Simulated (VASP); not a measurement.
# TiAl (vib) (Pm-3m) in VASP: a series of runs, part 2 of 2

VASP 6.6.1.

**3. Single point, LDA**

This run uses another cell than the first one, of 15.25 Å³/atom, 0.949 times its volume.

INCAR reads:

```
PREC     = Accurate       # precision mode
ENCUT    = 520            # plane-wave cutoff, eV
EDIFF    = 1E-6           # SCF threshold, eV
ISMEAR   = 0              # smearing method
SIGMA    = 0.1            # smearing width, eV
LREAL    = False          # projectors in reciprocal space
LASPH    = True           # aspherical terms in the spheres
NELM     = 100            # most SCF steps
ALGO     = Normal         # electronic algorithm
ISIF     = 2              # what is computed and relaxed
LWAVE    = False          # write WAVECAR
LCHARG   = False          # write CHGCAR
NBANDS   = 14             # bands
```

KPOINTS reads:

```
Automatic mesh
0
Gamma
  10 10 10
```

POSCAR reads:

```
TiAl
1.0
    3.1241258748      0.0000000000      0.0000000000
    0.0000000000      3.1241258748      0.0000000000
    0.0000000000      0.0000000000      3.1241258748
Ti Al
1 1
Direct
    0.0000000000      0.0000000000      0.0000000000
    0.5000000000      0.5000000000      0.5000000000
```

Potentials or basis: VASP PAW LDA potentials, release 64 (Ti_sv, Al).

Run with:

```sh
> cat potpaw_LDA.64/Ti_sv/POTCAR potpaw_LDA.64/Al/POTCAR > POTCAR
> mpirun -np 1 vasp_std > vasp.out
```

OUTCAR:

```text
PREC = Accurate
   ENCUT = 520
   EDIFF = 1E-6
   ISMEAR = 0
   LREAL = False
   LASPH = True
   NELM = 100
   ISIF = 2

 ion  position               nearest neighbor table
   1  0.000  0.000  0.000-   2 2.71   2 2.71   2 2.71   2 2.71   2 2.71   2 2.71   2 2.71   2 2.71

   2  0.500  0.500  0.500-   1 2.71   1 2.71   1 2.71   1 2.71   1 2.71   1 2.71   1 2.71   1 2.71

  LATTYP: Found a simple cubic cell.
 ALAT       =     3.1241258748

  Lattice vectors:

 A1 = (   3.1241258748,   0.0000000000,   0.0000000000)
 A2 = (   0.0000000000,   3.1241258748,   0.0000000000)
 A3 = (   0.0000000000,   0.0000000000,   3.1241258748)

Analysis of symmetry for initial positions (statically):
=====================================================================
 Subroutine PRICEL returns:
 Original cell was already a primitive cell.

 Routine SETGRP: Setting up the symmetry group for a
 simple cubic supercell.

 Subroutine GETGRP returns: Found 48 space group operations
 (whereof 48 operations were pure point group operations)
 out of a pool of 48 trial point group operations.

The static configuration has the point symmetry O_h .

Analysis of symmetry for dynamics (positions and initial velocities):
=====================================================================
 Subroutine PRICEL returns:
 Original cell was already a primitive cell.

 Routine SETGRP: Setting up the symmetry group for a
 simple cubic supercell.

 Subroutine GETGRP returns: Found 48 space group operations
 (whereof 48 operations were pure point group operations)
 out of a pool of 48 trial point group operations.

The dynamic configuration has the point symmetry O_h .

 Subroutine INISYM returns: Found 48 space group operations
 (whereof 48 operations are pure point group operations),
 and found     1 'primitive' translations

----------------------------------------------------------------------------------------

                                     Primitive cell

  volume of cell :      30.4920

  direct lattice vectors                    reciprocal lattice vectors
[... 113 lines left out ...]
   LHFCALC =     F    Hartree Fock is set to
   AEXX    =    0.0000 exact exchange contribution
   IVDW    =     0    specifies the selected vdW correction
   LEPSILON=     F    determine dielectric tensor
   LRPA    =     F    only Hartree local field effects (RPA)
 non-spin polarized calculation
 Gauss-broadening in eV      SIGMA  =   0.10
  energy-cutoff  :      520.00
  volume of cell :       30.49
 maximum number of plane-waves:       840
 NGX is ok and might be reduce to    24
   NGX = 11   NGY = 11   NGZ = 11

 number of electron      14.9999996 magnetization

 Free energy of the ion-electron system (eV)
  ---------------------------------------------------
  ext. energy  EPLUGINS =         0.00000000
  ---------------------------------------------------
  free energy    TOTEN  =       -13.30478853 eV

  energy without entropy =      -13.29102147  energy(sigma->0) =      -13.29790500

 E-fermi :   9.0885     XC(G=0): -11.5451

 val. band max:        9.0813469633   @ k =   0.4000   0.3000   0.2000
 cond. band min:       9.0997664584   @ k =   0.3000   0.3000   0.2000
 fundamental gap:      0.0184194952
 Fermi energy:         9.0885497580

 k-point     1 :       0.0000    0.0000    0.0000
  band No.  band energies     occupation
      1     -46.9998      2.00000
      2     -23.5798      2.00000
      3     -23.5798      2.00000
      4     -23.5798      2.00000
      5      -0.3370      2.00000
      6       7.5482      2.00000
      7       7.5482      2.00000
      8      10.9594      0.00000
      9      10.9594      0.00000
     10      10.9594      0.00000
     11      13.7626      0.00000
     12      13.7626      0.00000
     13      13.7626      0.00000
     14      18.2910      0.00000
[... 377 lines left out ...]
      1     -46.9830      2.00000
      2     -23.7162      2.00000
      3     -23.5863      2.00000
      4     -23.5845      2.00000
      5       1.3884      2.00000
      6       6.3355      2.00000
      7       8.0466      2.00000
      8       9.4335      0.00000
      9       9.5384      0.00000
     10      10.7064      0.00000
     11      12.2842      0.00000
     12      15.3052      0.00000
     13      15.4778      0.00000
     14      18.0603      0.00000

 [... further k-points ...]
[... 5 lines left out ...]
  --------------------------------------------------------------------------------------
  -------------------------------------------------------------------------------------
  Total        0.0341988      0.0341988      0.0341988      0.0000000      0.0000000      0.0000000
  in kB        1.7969495      1.7969495      1.7969495      0.0000000      0.0000000      0.0000000
  external PRESSURE =       1.7969495 kB  Pullay stress =       0.0000000 kB

 VOLUME and BASIS-vectors are now :
 -----------------------------------------------------------------------------
  energy-cutoff  :      520.00
  volume of cell :       30.49
      direct lattice vectors                 reciprocal lattice vectors
     3.124125875  0.000000000  0.000000000     0.320089535  0.000000000  0.000000000
     0.000000000  3.124125875  0.000000000     0.000000000  0.320089535  0.000000000
     0.000000000  0.000000000  3.124125875     0.000000000  0.000000000  0.320089535

 POSITION                                       TOTAL-FORCE (eV/Angst)
 -----------------------------------------------------------------------------------
      0.00000      0.00000      0.00000         0.000000      0.000000      0.000000
      1.56206      1.56206      1.56206         0.000000      0.000000      0.000000
 -----------------------------------------------------------------------------------
    total drift:                                0.000000      0.000000      0.000000

  FREE ENERGIE OF THE ION-ELECTRON SYSTEM (eV)
  ---------------------------------------------------
  free  energy   TOTEN  =       -13.3047885331 eV

  energy  without entropy=      -13.2910214674  energy(sigma->0) =      -13.29790500
```

stdout:

```text
POSCAR found type information on POSCAR TiAl
 POSCAR found :  2 types and       2 ions
 scaLAPACK will be used
 LDA part: xc-table for (Slater(with rela. corr.)+CA(PZ))
 , standard interpolation
 POSCAR, INCAR and KPOINTS ok, starting setup
 FFT: planning ... GRIDC
 FFT: planning ... GRID_SOFT
 FFT: planning ... GRID
 WAVECAR not read
 entering main loop
```

It took 5.1 s on 1 thread of Intel Xeon 6975P-C (Granite Rapids), shared host; peak memory 0.14 GiB.

Results:

* Free energy: -13.3048 eV
* Pressure: 0.2 GPa

Levels at points of the mesh, in eV from the Fermi level:
```csv
k point,band 5,band 6,band 7,band 8,band 9,band 10
"(0.00, 0.00, 0.00)",-9.43,-1.54,-1.54,1.87,1.87,1.87
"(0.50, 0.00, 0.00)",-6.03,-5.27,-0.60,0.12,0.12,2.09
"(0.50, 0.50, 0.00)",-5.15,-2.03,-2.03,-1.50,0.69,0.69
"(0.50, 0.50, 0.50)",-3.24,-3.24,-3.24,0.87,3.01,3.01
```

**4. Single point, LDA**

This run uses another cell than the first one, of 15.31 Å³/atom, 0.953 times its volume.

INCAR reads:

```
SYSTEM = TiAl
PREC = Accurate
ENCUT = 520
EDIFF = 1E-6
ISMEAR = -1
SIGMA = 0.15
LREAL = .False.
LASPH = .True.
NELM = 100
ALGO = Fast
ISIF = 2
LWAVE = .False.
LCHARG = .True.
GGA = CA
LELF = .True.
LVHAR = .True.
NBANDS = 14
```

KPOINTS reads:

```
regular mesh
0
Gamma
  10 10 10
  0 0 0
```

POSCAR reads:

```
TiAl
1.0
    3.1286114128      0.0000000000      0.0000000000
    0.0000000000      3.1286114128      0.0000000000
    0.0000000000      0.0000000000      3.1286114128
Ti Al
1 1
Direct
    0.0000000000      0.0000000000      0.0000000000
    0.5000000000      0.5000000000      0.5000000000
```

Run with:

```sh
> cat potpaw_LDA.64/Ti_sv/POTCAR potpaw_LDA.64/Al/POTCAR > POTCAR
> mpirun -np 1 vasp_std > vasp.out
```

Wall time 10 s (1 thread of Intel Xeon 6975P-C (Granite Rapids), shared host); peak memory 0.14 GiB.

Results (log left out):

```
Free energy : -13.3827 eV
Pressure    : 0.2 GPa
```

Levels at points of the mesh, in eV from the Fermi level:
```
           k point  band 3  band 4  band 5  band 6  band 7  band 8  band 9  band 10  band 11  band 12
(0.00, 0.00, 0.00)  -32.65  -32.65   -9.39   -1.51   -1.51    1.89    1.89     1.89     4.67     4.67
(0.50, 0.00, 0.00)  -32.63  -32.63   -6.01   -5.24   -0.57    0.14    0.14     2.11     3.22     6.68
(0.50, 0.50, 0.00)  -32.83  -32.61   -5.12   -2.01   -2.01   -1.48    0.71     0.71     2.95     5.04
(0.50, 0.50, 0.50)  -32.80  -32.80   -3.21   -3.21   -3.21    0.87    3.01     3.01     3.15     3.15
```

**5. Relaxation of cell and atoms, LDA**

This run uses another cell than the first one, of 15.25 Å³/atom, 0.949 times its volume.

INCAR reads:

```
SYSTEM = TiAl
PREC = Accurate ; ENCUT = 600
EDIFF = 1E-6 ; ISMEAR = -1
SIGMA = 0.15 ; LREAL = .False.
LASPH = .True. ; NELM = 100
ALGO = Normal ; ISIF = 3
LWAVE = .False. ; LCHARG = .False.
IBRION = 2 ; NSW = 80
EDIFFG = -0.001
```

KPOINTS reads:

```
Automatic mesh
0
Gamma
  10 10 10
  0 0 0
```

POSCAR reads:

```
TiAl
1.0
    3.1241258748      0.0000000000      0.0000000000
    0.0000000000      3.1241258748      0.0000000000
    0.0000000000      0.0000000000      3.1241258748
Ti Al
1 1
Direct
    0.0000000000      0.0000000000      0.0000000000
    0.5000000000      0.5000000000      0.5000000000
```

Run with:

```sh
> cat potpaw_LDA.64/Ti_sv/POTCAR potpaw_LDA.64/Al/POTCAR > POTCAR
> mpirun -np 1 vasp_std > vasp.out
```

Run time: 19 s. Hardware: 1 thread of Intel Xeon 6975P-C (Granite Rapids), shared host; peak memory 0.16 GiB.

Results (log left out):

```yaml
Free_energy: -13.3826 eV
Relaxed_volume: 15.33 Å³/atom
Relaxed_cell: a = 3.130 Å, b = 3.130 Å, c = 3.130 Å, α = 90.00°, β = 90.00°, γ = 90.00°
Space_group_after_relaxing_to_0.05_Å: Pm-3m (No. 221)
Energy_gained_by_relaxing: 0.2 meV/atom
Ionic_steps: 3
Pressure_after_relaxing: 0.0 GPa
```

The path:
```tsv
step	energy change (eV)	largest force (eV/Å)	pressure (GPa)	volume (Å³)
1	0.0000	0.0000	0.71	30.49
2	-0.0002	0.0000	-0.46	30.79
3	-0.0004	0.0000	-0.01	30.66
```

Final structure:
```
CELL_PARAMETERS angstrom
3.12999 0.00000 0.00000
0.00000 3.12999 0.00000
0.00000 0.00000 3.12999
ATOMIC_POSITIONS crystal
Ti 0.00000 0.00000 0.00000
Al 0.50000 0.50000 0.50000
```

Levels at points of the mesh, in eV from the Fermi level:
| k point | band 4 | band 5 | band 6 | band 7 | band 8 | band 9 | band 10 | band 11 |
| --- | --- | --- | --- | --- | --- | --- | --- | --- |
| (0.00, 0.00, 0.00) | -32.65 | -9.38 | -1.51 | -1.51 | 1.88 | 1.88 | 1.88 | 4.67 |
| (0.50, 0.00, 0.00) | -32.63 | -6.01 | -5.24 | -0.57 | 0.14 | 0.14 | 2.11 | 3.22 |
| (0.50, 0.50, 0.00) | -32.61 | -5.11 | -2.01 | -2.01 | -1.48 | 0.71 | 0.71 | 2.94 |
| (0.50, 0.50, 0.50) | -32.81 | -3.20 | -3.20 | -3.20 | 0.86 | 3.01 | 3.01 | 3.15 |

**6. Summary**

```csv
task,cell,k mesh,cutoff (eV),smearing,gap on the mesh (eV),pressure (GPa)
single point,"a = 3.179 Å, 2 atoms",6 × 6 × 6,520,gaussian 0.1 eV,none,-6.0
single point,"a = 3.124 Å, 2 atoms",10 × 10 × 10,520,gaussian 0.1 eV,none,0.2
single point,"a = 3.129 Å, 2 atoms",10 × 10 × 10,520,fermi-dirac 0.15 eV,none,0.2
relaxation of cell and atoms,"relaxed from a = 3.124 Å, 2 atoms",10 × 10 × 10,600,fermi-dirac 0.15 eV,none,0.0
```

Alike in all rows: level LDA; potentials or basis VASP PAW LDA potentials, release 64 (Ti_sv, Al); no spin polarisation.

Absolute energies hang on the potentials; compare differences alone.
